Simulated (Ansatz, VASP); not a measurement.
# BeTe: VASP beside Ansatz

```
Be Te
1.0
     0.00000    2.82868    2.82868
     2.82868    0.00000    2.82868
     2.82868    2.82868    0.00000
Be Te
1 1
Direct
  0.00000 0.00000 0.00000
  0.25000 0.25000 0.25000
```

Alike in both runs: functional r2SCAN; k mesh 8 × 8 × 8; occupations gaussian, width 0.02 eV; no spin polarisation.

Ansatz relaxed the structure, and its values are those at the end. VASP's run is a single point on that final structure, the one shown.

|  | VASP | Ansatz |
| --- | --- | --- |
| version | VASP 6.6.1 | Ansatz 0.2.0 |
| potentials or method | VASP PAW PBE potentials, release 64 (Be, Te), cutoff 660 eV | scalar-relativistic, plane waves, PAW |
| valence electrons in the cell | 8 | 18 |

Ansatz gave:

```
gap on the k mesh at the Fermi level (eV) : 2.38
least direct gap on the mesh (eV)         : 4.04
pressure (GPa)                            : 0.0
```

**Question.** Estimate VASP's values.

**Answer.** gap on the k mesh at the Fermi level (eV): 2.37; least direct gap on the mesh (eV): 4.03; pressure (GPa): 0.2.

VASP's potentials were made for PBE, not for r2SCAN. VASP's potentials hold 8 valence electrons a cell and Ansatz's 18, so a difference there can come from the potentials and not from the codes.

Spin-orbit coupling is off throughout.
